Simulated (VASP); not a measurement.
**Al: single point with PBE+D3(BJ)**

The system is Al.

```
CELL_PARAMETERS angstrom
2.74775 0.00000 0.00000
-1.37387 2.37962 0.00000
0.00000 0.00000 4.72997
ATOMIC_POSITIONS crystal
Al 0.66667 0.33333 0.75000
Al 0.33333 0.66667 0.25000
```

This cell differs from its parent crystal: biaxial strain in the a-b plane: -2.0 %, then relaxed in part.

```yaml
Program: VASP 6.6.1
Task: single point
Functional: PBE
Dispersion: D3(BJ)
Potentials_or_basis: VASP PAW PBE potentials, release 64 (Al)
Cutoff: 520 eV
k_mesh: 24 × 24 × 12
Occupations: gaussian, width 0.1 eV
Spin: no spin polarisation
```

* Pressure: 2.8 GPa
* Band gap on the k mesh: zero (band 3 reaches 12.55 eV, above the bottom of band 4 at 5.52 eV)
* Dispersion energy per atom: -0.360 eV

Stress tensor (GPa, compression positive):
```
 4.28  0.00  0.00
 0.00  4.28  0.00
 0.00  0.00 -0.02
```

Levels at points of the mesh, in eV from the Fermi level:
| k point | band 1 | band 2 | band 3 | band 4 | band 5 | band 6 | band 7 |
| --- | --- | --- | --- | --- | --- | --- | --- |
| (0.00, 0.00, 0.00) | -11.58 | -5.12 | -5.11 | 11.62 | 12.04 | 12.04 | 12.06 |
| (0.50, 0.00, 0.00) | -5.23 | -5.21 | 0.61 | 0.79 | 1.36 | 1.59 | 6.60 |
| (0.00, 0.00, 0.50) | -9.93 | -9.93 | 2.60 | 2.60 | 12.90 | 12.90 | 12.90 |
| (0.50, 0.00, 0.50) | -4.04 | -4.04 | -3.15 | -3.15 | 7.61 | 7.61 | 7.99 |

Run time: 61 s on 1 thread of AMD EPYC 7R43 64-Core Processor (Zen 3), with other jobs on the host, peak memory 0.19 GiB.

Caveat: the cell differs from its parent crystal (biaxial strain in the a-b plane: -2.0 %, then relaxed in part); pairwise dispersion overbinds metals, which lowers pressure and volume.
